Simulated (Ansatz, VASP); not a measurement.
# LiF in VASP and in Ansatz

```
Li F
1.0
     2.58530    0.00000    0.00000
     0.00000    2.58530    0.00000
     0.00000    0.00000    2.58530
Li F
1 1
Direct
  0.00000 0.00000 0.00000
  0.50000 0.50000 0.50000
```

Alike in both runs: task single point; functional PBE; k mesh 8 × 8 × 8; no spin polarisation.

|  | VASP | Ansatz |
| --- | --- | --- |
| version | VASP 6.6.1 | Ansatz 0.2.0 |
| potentials or method | VASP PAW PBE potentials, release 64 (Li_sv, F) | plane waves, PAW |
| plane-wave cutoff (eV) | 520 | 420 |
| occupations | gaussian, width 0.01 eV | fixed |
| valence electrons in the cell | 10 | 10 |

|  | VASP | Ansatz | Ansatz less VASP |
| --- | --- | --- | --- |
| gap on the k mesh at the Fermi level (eV) | 7.27 | 7.27 | -0.007 |

Noted on VASP's run: the cutoff is short for stress, so the pressure is rough.
